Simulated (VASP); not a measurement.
Here is a VASP 6.6.1 calculation.

INCAR

```
  ALGO = Normal
  EDIFF = 1E-7
  ENCUT = 520
  GGA = RE
  ISIF = 2
  ISMEAR = -1
  IVDW = 12
  LASPH = T
  LCHARG = F
  LREAL = F
  LWAVE = F
  NBANDS = 35
  NELM = 60
  PREC = Accurate
  SIGMA = 0.05
```

Contents of KPOINTS:

```
k-points
0
Gamma
  6 6 8
```

File POSCAR:

```
SnO2
1.0
    4.6739651233      0.0000000000      0.0000000000
    0.0000000000      4.6739651233      0.0000000000
    0.0000000000      0.0000000000      3.1434339099
Sn O
2 4
Direct
    0.5000000000      0.5000000000      0.5000000000
    0.0000000000      0.0000000000      0.0000000000
    0.8071000000      0.1929000000      0.5000000000
    0.6929000000      0.6929000000      0.0000000000
    0.1929000000      0.8071000000      0.5000000000
    0.3071000000      0.3071000000      0.0000000000
```

Potentials or basis: VASP PAW PBE potentials, release 64 (Sn_d, O).

Run with:

```bash
$ cat potpaw_PBE.64/Sn_d/POTCAR potpaw_PBE.64/O/POTCAR > POTCAR
$ mpirun -np 1 vasp_std > vasp.out
```

Task: Predict the band gap on the k mesh.

Result: 1.83 eV, direct.

Task: What does it give for the largest force?

Result: 0.517 eV/Å.

Forces on the atoms (eV/Å):
```
Sn   0.000  0.000  0.000
Sn   0.000  0.000  0.000
O   -0.366  0.366  0.000
O    0.366  0.366  0.000
O    0.366 -0.366  0.000
O   -0.366 -0.366  0.000
```

Caveat: the PAW data sets were made with another functional, which shifts forces and pressure a little; spin-orbit coupling is left out, which moves the levels of the heavy elements.
